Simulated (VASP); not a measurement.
# Ti (I4/mmm) in VASP: notebook, part 3 of 3

VASP 6.6.1.

## (6) Electric field gradients, PBE (equal xx and yy strain of -1 %)

INCAR

```
PREC = Accurate
ENCUT = 400
EDIFF = 1E-8
ISMEAR = -1
SIGMA = 0.05
LREAL = F
LASPH = T
NELM = 120
ALGO = Normal
ISIF = 2
LWAVE = F
LCHARG = F
GGA = PE
LEFG = T
NBANDS = 12
GGA_COMPAT = F
```

KPOINTS

```
Automatic mesh
0
Gamma
  15 15 15
```

POSCAR

```
Ti
1.0
    0.0000000000      2.0097000000      2.0300000000
    2.0097000000      0.0000000000      2.0300000000
    2.0097000000      2.0097000000      0.0000000000
Ti
1
Direct
    0.0000000000      0.0000000000      0.0000000000
```

Potentials or basis: VASP PAW PBE potentials, release 64 (Ti_sv).

Started as:

```bash
$ cat potpaw_PBE.64/Ti_sv/POTCAR > POTCAR
$ mpirun -np 1 vasp_std > vasp.out
```

OUTCAR:

```text
PREC = Accurate
   ENCUT = 400
   EDIFF = 1E-8
   ISMEAR = -1
   LREAL = F
   LASPH = T
   NELM = 120
   ISIF = 2
   GGA = PE

 ion  position               nearest neighbor table
   1  0.000  0.000  0.000-

  LATTYP: Found a body centered tetragonal cell.
 ALAT       =     2.8421449963
 C/A-ratio  =     1.4284985479

  Lattice vectors:

 A1 = (  -2.0097000000,   0.0000000000,   2.0300000000)
 A2 = (   2.0097000000,   0.0000000000,   2.0300000000)
 A3 = (   0.0000000000,   2.0097000000,  -2.0300000000)

Analysis of symmetry for initial positions (statically):
=====================================================================
 Subroutine PRICEL returns:
 Original cell was already a primitive cell.

 Routine SETGRP: Setting up the symmetry group for a
 body centered tetragonal supercell.

 Subroutine GETGRP returns: Found 16 space group operations
 (whereof 16 operations were pure point group operations)
 out of a pool of 16 trial point group operations.

The static configuration has the point symmetry D_4h.

Analysis of symmetry for dynamics (positions and initial velocities):
=====================================================================
 Subroutine PRICEL returns:
 Original cell was already a primitive cell.

 Routine SETGRP: Setting up the symmetry group for a
 body centered tetragonal supercell.

 Subroutine GETGRP returns: Found 16 space group operations
 (whereof 16 operations were pure point group operations)
 out of a pool of 16 trial point group operations.

The dynamic configuration has the point symmetry D_4h.

[... 161 lines left out ...]
     10      11.5708      0.00000
     11      24.4169      0.00000
     12      29.0040      0.00000
[... 331 lines left out ...]
 k-point    24 :       0.2000    0.1333    0.0000
  band No.  band energies     occupation
      1     -47.7047      2.00000
      2     -23.7839      2.00000
      3     -23.6219      2.00000
      4     -23.6172      2.00000
      5       3.9126      2.00000
      6       8.8818      0.72896
      7      10.2301      0.00000
      8      10.3332      0.00000
      9      10.7880      0.00000
     10      11.8254      0.00000
     11      25.1089      0.00000
     12      25.7664      0.00000

 [... further k-points ...]

------------------------ aborting loop because EDIFF is reached ----------------------------------------

  FORCE on cell =-STRESS in cart. coord.  units (eV):
  Direction    XX          YY          ZZ          XY          YZ          ZX
  --------------------------------------------------------------------------------------
  -------------------------------------------------------------------------------------
  Total        0.6132163      0.6132163      0.5723442      0.0000000      0.0000000      0.0000000
  in kB       59.9150294     59.9150294     55.9215688      0.0000000      0.0000000      0.0000000
  external PRESSURE =      58.5838759 kB  Pullay stress =       0.0000000 kB

 VOLUME and BASIS-vectors are now :
 -----------------------------------------------------------------------------
  energy-cutoff  :      400.00
  volume of cell :       16.40
      direct lattice vectors                 reciprocal lattice vectors
     0.000000000  2.009700000  2.030000000    -0.248793352  0.248793352  0.246305419
     2.009700000  0.000000000  2.030000000     0.248793352 -0.248793352  0.246305419
     2.009700000  2.009700000  0.000000000     0.248793352  0.248793352 -0.246305419

 POSITION                                       TOTAL-FORCE (eV/Angst)
 -----------------------------------------------------------------------------------
      0.00000      0.00000      0.00000         0.000000      0.000000      0.000000
 -----------------------------------------------------------------------------------
    total drift:                                0.000000      0.000000      0.000000

  FREE ENERGIE OF THE ION-ELECTRON SYSTEM (eV)
  ---------------------------------------------------
  free  energy   TOTEN  =        -7.7577847000 eV

  energy  without entropy=       -7.7442531227  energy(sigma->0) =       -7.75101891

 Electric field gradients (V/A^2)
---------------------------------------------------------------------
 ion       V_xx      V_yy      V_zz      V_xy      V_xz      V_yz
---------------------------------------------------------------------
   1       0.432     0.432    -0.863     0.001     0.001     0.001
---------------------------------------------------------------------

 Electric field gradients after diagonalization (V/A^2)
 (convention: |V_zz| > |V_xx| > |V_yy|)
----------------------------------------------------------------------
 ion       V_xx      V_yy      V_zz     asymmetry (V_yy - V_xx)/ V_zz
----------------------------------------------------------------------
   1       0.433     0.430    -0.863       0.003
----------------------------------------------------------------------

           NMR quadrupolar parameters

 Cq : quadrupolar parameter    Cq=e*Q*V_zz/h
 eta: asymmetry parameters     (V_yy - V_xx)/ V_zz
 Q  : nuclear electric quadrupole moment in mb (millibarn)
----------------------------------------------------------------------
 ion       Cq(MHz)       eta       Q (mb)
----------------------------------------------------------------------
   1      -0.002       0.003       1.000
----------------------------------------------------------------------
```

OSZICAR:

```text
N       E                     dE             d eps       ncg     rms          rms(c)
DAV:   1     0.763598114701E+02    0.76360E+02   -0.56786E+03  6992   0.104E+03
DAV:   2    -0.524168620652E+01   -0.81601E+02   -0.79347E+02  7024   0.270E+02
DAV:   3    -0.861225955919E+01   -0.33706E+01   -0.33426E+01  9068   0.586E+01
DAV:   4    -0.868570594576E+01   -0.73446E-01   -0.73372E-01  7672   0.774E+00
DAV:   5    -0.868770458320E+01   -0.19986E-02   -0.19985E-02  8272   0.111E+00    0.881E+00
DAV:   6    -0.776204279611E+01    0.92566E+00   -0.18722E+00  7608   0.207E+01    0.240E+00
DAV:   7    -0.774788788207E+01    0.14155E-01   -0.10365E-01  8436   0.385E+00    0.132E+00
DAV:   8    -0.775761000243E+01   -0.97221E-02   -0.36516E-02  7204   0.238E+00    0.152E-01
DAV:   9    -0.775776065139E+01   -0.15065E-03   -0.33622E-03  8528   0.641E-01    0.795E-02
DAV:  10    -0.775780352506E+01   -0.42874E-04   -0.18976E-04  7416   0.159E-01    0.171E-02
DAV:  11    -0.775778516948E+01    0.18356E-04   -0.13977E-05  8308   0.493E-02    0.920E-03
DAV:  12    -0.775778456926E+01    0.60022E-06   -0.14645E-06  7508   0.152E-02    0.998E-04
DAV:  13    -0.775778477864E+01   -0.20938E-06   -0.18419E-07  8928   0.296E-03    0.127E-03
DAV:  14    -0.775778470969E+01    0.68945E-07   -0.20417E-08  7240   0.168E-03    0.340E-04
DAV:  15    -0.775778470001E+01    0.96820E-08   -0.30368E-09  4100   0.717E-04
   1 F= -.77577847E+01 E0= -.77510189E+01  d E =-.135316E-01
```

Run time: 74 s. Hardware: 1 thread of Intel Xeon 8259CL, shared host; peak memory 0.15 GiB.

What came out:

| Quantity | Value |
| --- | --- |
| Free energy | -7.7578 eV |
| Pressure | 5.9 GPa |
| Band gap on the k mesh | zero (bands 6 and 7 overlap by 1.16 eV) |
| Largest electric field gradient by atom | Ti -0.9 V/Å² |

Stress tensor (GPa, compression positive):
```
5.99 0.00 0.00
0.00 5.99 0.00
0.00 0.00 5.59
```

Levels at points of the mesh, in eV from the Fermi level:
| k point | band 3 | band 4 | band 5 | band 6 | band 7 | band 8 | band 9 | band 10 |
| --- | --- | --- | --- | --- | --- | --- | --- | --- |
| (0.00, 0.00, 0.00) | -32.41 | -32.41 | -6.20 | 0.85 | 0.93 | 0.93 | 2.62 | 2.72 |

Electric field gradients, principal values (V/Å²):
| atom | least | middle | greatest (by size) |
| --- | --- | --- | --- |
| 1 Ti | 0.430 | 0.433 | -0.863 |

Caveat: the cell differs from its parent crystal (equal xx and yy strain of -1 %); the cell stands under pressure; without QUAD_EFG the Cq values of the log hold for a quadrupole moment of 1 mb, not for the nuclei.

## (7) Overview

| cell | gap on the mesh (eV) | pressure (GPa) |
| --- | --- | --- |
| a = 2.828, b = 2.828, c = 2.785 Å, angles 60.5, 60.5, 59.0°, 1 atom | none | 11.4 |
| a = 2.828, b = 2.828, c = 2.871 Å, angles 59.5, 59.5, 61.0°, 1 atom | none | 7.2 |
| a = 2.842, b = 2.842, c = 2.871 Å, angles 59.7, 59.7, 60.7°, 1 atom | none | 5.9 |
| a = 2.857, b = 2.857, c = 2.842 Å, angles 60.2, 60.2, 59.7°, 1 atom | none | 5.9 |

Alike in all rows: task electric field gradients; level PBE; potentials or basis VASP PAW PBE potentials, release 64 (Ti_sv); no spin polarisation; k mesh 15 × 15 × 15; cutoff (eV) 400; smearing fermi-dirac 0.05 eV.

Caveats: the cell stands under pressure.

Total energies depend on the potentials used, so only differences within one code and one set of settings carry meaning.
